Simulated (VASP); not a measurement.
# WSe2 in VASP: further runs

Aim: see how the results for WSe2 move with the level of theory and the settings. Levels: PBE, r2SCAN. Tasks: single point.

Everything below comes from runs of VASP 6.6.1. Logs are shortened: lines on timing, memory, paths and dates and some standing lists are left out, and cuts for length are marked.

## (1) The cell of the first run

The typed cell holds 6 atoms: a = 3.300 Å, b = 3.300 Å, c = 13.150 Å, α = 90.00°, β = 90.00°, γ = 120.00°.

## (2) Single point, PBE

The input, INCAR:

```
PREC = Accurate
ENCUT = 520
EDIFF = 1E-7
ISMEAR = 0
SIGMA = 0.01
LREAL = False
LASPH = True
NELM = 80
ALGO = Normal
ISIF = 2
LWAVE = False
LCHARG = True
GGA = PE
LELF = True
LVHAR = True
NBANDS = 35
```

The input, KPOINTS:

```
Automatic mesh
0
Gamma
  12 12 2
```

The input, POSCAR:

```
WSe2
1.0
    3.2997380709      0.0000000000      0.0000000000
   -1.6498690355      2.8576569952      0.0000000000
    0.0000000000      0.0000000000     13.1496949692
W Se
2 4
Direct
    0.6666666667      0.3333333333      0.2500115869
    0.3333333333      0.6666666667      0.7499884131
    0.3333333333      0.6666666667      0.3766659110
    0.6666666667      0.3333333333      0.8766428987
    0.3333333333      0.6666666667      0.1233571013
    0.6666666667      0.3333333333      0.6233340890
```

Potentials or basis: VASP PAW PBE potentials, release 64 (W_sv, Se).

Launch:

```console
cat potpaw_PBE.64/W_sv/POTCAR potpaw_PBE.64/Se/POTCAR > POTCAR
mpirun -np 1 vasp_std > vasp.out
```

OUTCAR:

```text
PREC = Accurate
   ENCUT = 520
   EDIFF = 1E-7
   ISMEAR = 0
   LREAL = False
   LASPH = True
   NELM = 80
   ISIF = 2
   GGA = PE

 ion  position               nearest neighbor table
   1  0.667  0.333  0.250-   3 2.53   3 2.53   3 2.53   5 2.53   5 2.53   5 2.53
   2  0.333  0.667  0.750-   6 2.53   6 2.53   6 2.53   4 2.53   4 2.53   4 2.53
   3  0.333  0.667  0.377-   1 2.53   1 2.53   1 2.53
   4  0.667  0.333  0.877-   2 2.53   2 2.53   2 2.53
   5  0.333  0.667  0.123-   1 2.53   1 2.53   1 2.53
   6  0.667  0.333  0.623-   2 2.53   2 2.53   2 2.53

  LATTYP: Found a hexagonal cell.
 ALAT       =     3.2997380709
 C/A-ratio  =     3.9850723562

  Lattice vectors:

 A1 = (   3.2997380709,   0.0000000000,   0.0000000000)
 A2 = (  -1.6498690355,   2.8576569952,   0.0000000000)
 A3 = (   0.0000000000,   0.0000000000,  13.1496949692)

Analysis of symmetry for initial positions (statically):
=====================================================================
 Subroutine PRICEL returns:
 Original cell was already a primitive cell.

 Routine SETGRP: Setting up the symmetry group for a
 hexagonal supercell.

 Subroutine GETGRP returns: Found 12 space group operations
 (whereof 12 operations were pure point group operations)
 out of a pool of 24 trial point group operations.

The static configuration has the point symmetry D_3d.

Analysis of symmetry for dynamics (positions and initial velocities):
=====================================================================
 Subroutine PRICEL returns:
 Original cell was already a primitive cell.

 Routine SETGRP: Setting up the symmetry group for a
 hexagonal supercell.

 Subroutine GETGRP returns: Found 12 space group operations
 (whereof 12 operations were pure point group operations)
 out of a pool of 24 trial point group operations.

The dynamic configuration has the point symmetry D_3d.

 Subroutine INISYM returns: Found 12 space group operations
 (whereof 12 operations are pure point group operations),
 and found     1 'primitive' translations

----------------------------------------------------------------------------------------

                                     Primitive cell

  volume of cell :     123.9953

  direct lattice vectors                    reciprocal lattice vectors
     3.299738071  0.000000000  0.000000000     0.303054357  0.174968515  0.000000000
    -1.649869036  2.857656995  0.000000000     0.000000000  0.349937029  0.000000000
     0.000000000  0.000000000 13.149694969     0.000000000  0.000000000  0.076047391

[... 96 lines left out ...]
   NFREE  =      0    steps in history (QN), initial steepest desc. (CG)
   ISIF   =      2    stress and relaxation
   ISYM   =      2    0-nonsym 1-usesym 2-fastsym
   POTIM  = 0.5000    time-step for ionic-motion
   TEBEG  =    0.0;   TEEND  =   0.0 temperature during run
   PSTRESS=    0.0 pullay stress
   NELECT =      52.0000    total number of electrons
   NUPDOWN=      -1.0000    fix difference up-down
   EMIN   =  10.00;   EMAX   =-10.00  energy-range for DOS
   EFERMI =   0.00;   METHOD = LEGACY
   ISMEAR =     0;   SIGMA  =   0.01  broadening in eV -4-tet -1-fermi 0-gaus
   EFERMI_NEDOS =   21; number of points for ismear=-14 and -15
   IALGO  =     38    algorithm
   IMIX   =      4    mixing-type and parameters
     AMIX     =   0.40;   BMIX     =  1.00
     AMIX_MAG =   1.60;   BMIX_MAG =  1.00
  volume/ion in A,a.u.               =      20.67       139.46
  Fermi-wavevector in a.u.,A,eV,Ry     =   1.225390  2.315651 20.430232  1.501580
  Thomas-Fermi vector in A             =   2.360429
   LORBIT       =      0    0 simple, 1 ext, 2 COOP (PROOUT), +10 PAW based schemes
   GGA     = PE    functional components
   LHFCALC =     F    Hartree Fock is set to
   AEXX    =    0.0000 exact exchange contribution
   IVDW    =     0    specifies the selected vdW correction
   LEPSILON=     F    determine dielectric tensor
   LRPA    =     F    only Hartree local field effects (RPA)
 non-spin polarized calculation
 Gauss-broadening in eV      SIGMA  =   0.01
  energy-cutoff  :      520.00
  volume of cell :      124.00
 maximum number of plane-waves:      3378
 NGX is ok and might be reduce to    28
   NGX = 13   NGY = 13   NGZ = 49

 number of electron      51.9999996 magnetization

 Free energy of the ion-electron system (eV)
  ---------------------------------------------------
  ext. energy  EPLUGINS =         0.00000000
  ---------------------------------------------------
  free energy    TOTEN  =       -43.16162869 eV

  energy without entropy =      -43.16162869  energy(sigma->0) =      -43.16162869

 E-fermi :   6.0826     XC(G=0): -10.6217

 val. band max:        6.0368637318   @ k =   0.0000   0.0000   0.0000
 cond. band min:       7.0757575454   @ k =   0.1667   0.1667   0.0000
 fundamental gap:      1.0388938136
 Fermi energy:         6.0826345045

 k-point     1 :       0.0000    0.0000    0.0000
  band No.  band energies     occupation
      1     -68.2869      2.00000
      2     -68.2869      2.00000
      3     -32.5275      2.00000
      4     -32.5275      2.00000
      5     -32.4130      2.00000
      6     -32.4130      2.00000
[... 901 lines left out ...]
     34       9.9955      0.00000
     35      11.6639      0.00000

 [... further k-points ...]

------------------------ aborting loop because EDIFF is reached ----------------------------------------

  FORCE on cell =-STRESS in cart. coord.  units (eV):
  Direction    XX          YY          ZZ          XY          YZ          ZX
  --------------------------------------------------------------------------------------
  -------------------------------------------------------------------------------------
  Total        2.3888059      2.3888059      3.7278632     -0.0000000     -0.0000000      0.0000000
  in kB       30.8664159     30.8664159     48.1687417     -0.0000000     -0.0000000      0.0000000
  external PRESSURE =      36.6338578 kB  Pullay stress =       0.0000000 kB

 VOLUME and BASIS-vectors are now :
 -----------------------------------------------------------------------------
  energy-cutoff  :      520.00
  volume of cell :      124.00
      direct lattice vectors                 reciprocal lattice vectors
     3.299738071  0.000000000  0.000000000     0.303054357  0.174968515  0.000000000
    -1.649869036  2.857656995  0.000000000     0.000000000  0.349937029  0.000000000
     0.000000000  0.000000000 13.149694969     0.000000000  0.000000000  0.076047391

 POSITION                                       TOTAL-FORCE (eV/Angst)
 -----------------------------------------------------------------------------------
      1.64987      0.95255      3.28758         0.000000      0.000000     -0.000089
     -0.00000      1.90510      9.86212        -0.000000      0.000000      0.000089
     -0.00000      1.90510      4.95304        -0.000000      0.000000      0.323437
      1.64987      0.95255     11.52759        -0.000000      0.000000      0.323577
     -0.00000      1.90510      1.62211        -0.000000      0.000000     -0.323577
      1.64987      0.95255      8.19665         0.000000      0.000000     -0.323437
 -----------------------------------------------------------------------------------
    total drift:                                0.000000     -0.000000     -0.000000

  FREE ENERGIE OF THE ION-ELECTRON SYSTEM (eV)
  ---------------------------------------------------
  free  energy   TOTEN  =       -43.1616286864 eV

  energy  without entropy=      -43.1616286864  energy(sigma->0) =      -43.16162869
```

OSZICAR:

```text
N       E                     dE             d eps       ncg     rms          rms(c)
DAV:   1     0.502315717788E+03    0.50232E+03   -0.27785E+04  2956   0.144E+03
DAV:   2    -0.132074078976E+02   -0.51552E+03   -0.49765E+03  3093   0.388E+02
DAV:   3    -0.443551409039E+02   -0.31148E+02   -0.30627E+02  3258   0.903E+01
DAV:   4    -0.450730347940E+02   -0.71789E+00   -0.71322E+00  3193   0.138E+01
DAV:   5    -0.450829020782E+02   -0.98673E-02   -0.98541E-02  3248   0.175E+00    0.298E+01
DAV:   6    -0.435482531730E+02    0.15346E+01   -0.59797E+00  2931   0.161E+01    0.106E+01
DAV:   7    -0.433280704104E+02    0.22018E+00   -0.27028E+00  2836   0.796E+00    0.564E+00
DAV:   8    -0.431602476469E+02    0.16782E+00   -0.36308E-01  2946   0.418E+00    0.125E+00
DAV:   9    -0.431630949220E+02   -0.28473E-02   -0.56567E-02  3145   0.115E+00    0.885E-01
DAV:  10    -0.431616463882E+02    0.14485E-02   -0.12525E-02  2939   0.751E-01    0.133E-01
DAV:  11    -0.431616580842E+02   -0.11696E-04   -0.16261E-03  2914   0.258E-01    0.177E-01
DAV:  12    -0.431616193912E+02    0.38693E-04   -0.63370E-05  3004   0.508E-02    0.106E-01
DAV:  13    -0.431616271892E+02   -0.77981E-05   -0.66956E-05  2870   0.477E-02    0.974E-03
DAV:  14    -0.431616284462E+02   -0.12570E-05   -0.57821E-06  3311   0.120E-02    0.739E-03
DAV:  15    -0.431616285546E+02   -0.10840E-06   -0.54461E-07  2729   0.374E-03    0.644E-03
DAV:  16    -0.431616286831E+02   -0.12847E-06   -0.16042E-07  1825   0.208E-03    0.176E-03
DAV:  17    -0.431616286864E+02   -0.33251E-08   -0.48668E-08  1573   0.106E-03
   1 F= -.43161629E+02 E0= -.43161629E+02  d E =-.156214E-13
```

stdout:

```text
POSCAR found type information on POSCAR W Se
 POSCAR found :  2 types and       6 ions
 scaLAPACK will be used
 LDA part: xc-table for (Slater+PW92), standard interpolation
 POSCAR, INCAR and KPOINTS ok, starting setup
 FFT: planning ... GRIDC
 FFT: planning ... GRID_SOFT
 FFT: planning ... GRID
 WAVECAR not read
 entering main loop
```

Run time: 3 min. Hardware: 1 thread of Intel Xeon Platinum 8259CL at 2.50GHz (Skylake/Cascade Lake), shared host; peak memory 0.33 GiB.

Results:

| Item | Value |
| --- | --- |
| Free energy | -43.1616 eV |
| Pressure | 3.7 GPa |
| Largest force | 0.324 eV/Å |
| Band gap on the k mesh | 1.04 eV (least direct gap 1.49 eV) |

Forces on the atoms (eV/Å):
```
W    0.000  0.000  0.000
W    0.000  0.000  0.000
Se   0.000  0.000  0.323
Se   0.000  0.000  0.324
Se   0.000  0.000 -0.324
Se   0.000  0.000 -0.323
```

Caveat: the cell stands under pressure; spin-orbit coupling is left out, which moves the levels of the heavy elements.

## (3) Single point, r2SCAN

POSCAR is that of step 2.

The input, INCAR.step1:

```
SYSTEM = WSe2
PREC = Accurate
ENCUT = 520
ISMEAR = 0
SIGMA = 0.01
LREAL = .False.
LASPH = .True.
NELM = 60
NBANDS = 35
GGA = PE
ALGO = Normal
EDIFF = 1E-4
LWAVE = .True.
LCHARG = .False.
```

The input, INCAR.step2:

```
SYSTEM = WSe2
PREC = Accurate
ENCUT = 520
EDIFF = 1E-7
ISMEAR = 0
SIGMA = 0.01
LREAL = .False.
LASPH = .True.
NELM = 60
ALGO = Normal
ISIF = 2
LWAVE = .False.
LCHARG = .False.
METAGGA = R2SCAN
LMIXTAU = .True.
NBANDS = 35
ISTART = 1
```

The input, KPOINTS:

```
regular mesh
0
Gamma
  12 12 2
  0 0 0
```

Potentials or basis: VASP PAW PBE potentials, release 64 (W_sv, Se).

Launch:

```console
cat potpaw_PBE.64/W_sv/POTCAR potpaw_PBE.64/Se/POTCAR > POTCAR
cp INCAR.step1 INCAR
mpirun -np 1 vasp_std > vasp.out
cp INCAR.step2 INCAR
mpirun -np 1 vasp_std > vasp.out
```

Wall time 11 min (1 thread of Intel Xeon Platinum 8259CL at 2.50GHz (Skylake/Cascade Lake), shared host); peak memory 0.37 GiB.

Results (log left out):

* Free energy: -163.5645 eV
* Pressure: 1.6 GPa
* Largest force: 0.007 eV/Å
* Band gap on the k mesh: 1.16 eV (least direct gap 1.61 eV)

Forces in eV/Å, atoms in the order of the input:
```
W    0.000  0.000  0.000
W    0.000  0.000  0.000
Se   0.000  0.000  0.007
Se   0.000  0.000  0.007
Se   0.000  0.000 -0.007
Se   0.000  0.000 -0.007
```

Stress tensor (GPa, compression positive):
```
1.67 0.00 0.00
0.00 1.67 0.00
0.00 0.00 1.57
```

Levels at points of the mesh, in eV from the valence-band top:
```tsv
k point	band 22	band 23	band 24	band 25	band 26	band 27	band 28	band 29	band 30	band 31
(0.00, 0.00, 0.00)	-1.66	-1.66	-1.29	-1.05	0.00	2.76	2.76	2.81	2.81	2.87
(0.50, 0.00, 0.00)	-2.54	-1.51	-1.47	-1.33	-1.30	2.21	2.25	2.46	2.74	3.31
(0.00, 0.00, 0.50)	-1.68	-1.68	-1.68	-0.25	-0.25	2.77	2.77	2.77	2.77	2.97
(0.50, 0.00, 0.50)	-2.65	-1.41	-1.41	-1.39	-1.39	2.23	2.23	2.62	2.62	3.68
```

Caveat: the PAW data sets were made with another functional, which shifts forces and pressure a little; spin-orbit coupling is left out, which moves the levels of the heavy elements. A k mesh can miss the band edges.
